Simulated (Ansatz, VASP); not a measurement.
# AlN in VASP and in Ansatz

The input INCAR:

```
SYSTEM = AlN
ALGO     = Normal         ! electronic algorithm
EDIFF    = 1E-7           ! SCF threshold, eV
ENCUT    = 520            ! plane-wave cutoff, eV
GGA      = PE             ! functional
ISIF     = 2              ! what is computed and relaxed
ISMEAR   = -1             ! smearing method
LASPH    = .TRUE.         ! aspherical terms in the spheres
LCHARG   = .FALSE.        ! write CHGCAR
LREAL    = .FALSE.        ! projectors in reciprocal space
LWAVE    = .FALSE.        ! write WAVECAR
NBANDS   = 11             ! bands
NELM     = 60             ! most SCF steps
PREC     = Accurate       ! precision mode
SIGMA    = 0.02           ! smearing width, eV
```

File KPOINTS:

```
k-points
0
G
  10 10 10
  0 0 0
```

File POSCAR:

```
AlN
1.0
    0.0000000000      2.0188684521      2.0996231902
    2.0188684521      0.0000000000      2.0996231902
    2.0188684521      2.0188684521      0.0000000000
Al N
1 1
Direct
    0.0000000000      0.0000000000      0.0000000000
    0.5000000000      0.5000000000      0.5000000000
```

Input for Ansatz:

```yaml
crystal:
  lattice:
    - [0.0, 2.0188684521, 2.0996231902]
    - [2.0188684521, 0.0, 2.0996231902]
    - [2.0188684521, 2.0188684521, 0.0]
  atoms:
    - { symbol: Al, position: [0.0, 0.0, 0.0] }
    - { symbol: "N", position: [0.5, 0.5, 0.5] }
kpoints:
  mp_grid: { grid: [10, 10, 10] }
  band_path:
    path:
      - [0.0, 0.0, 0.0]
      - [0.5, 0.0, 0.5]
      - [0.625, 0.25, 0.625]
      - [0.375, 0.375, 0.75]
      - [0.5, 0.5, 0.5]
      - [0.5, 0.25, 0.75]
      - [0.0, 0.5, 0.5]
    npoints: 1
hamiltonian:
  xc: pbe
scf:
  occupations: { method: fermi_dirac, width: 0.02 }
  n_extra_bands: 4
output:
  forces: true
  stress: true
  eigenvalues: true
```

Change from the starting cell: uniaxial_z strain +4.0%.

Alike in both runs: task single point; functional PBE; k mesh 10 × 10 × 10; occupations fermi-dirac, width 0.02 eV; no spin polarisation.

|  | VASP | Ansatz |
| --- | --- | --- |
| version | VASP 6.6.1 | Ansatz 0.2.0 |
| potentials or method | VASP PAW PBE potentials, release 64 (Al, N) | plane waves, PAW |
| plane-wave cutoff (eV) | 520 | 420 |
| valence electrons in the cell | 8 | 8 |

```csv
,VASP,Ansatz,Ansatz less VASP
gap on the k mesh at the Fermi level (eV),4.00,4.02,+0.023
pressure (GPa),-3.2,-3.0,+0.26
"traceless stress, the component that is largest in VASP (GPa)",-5.66,-5.69,-0.034
```
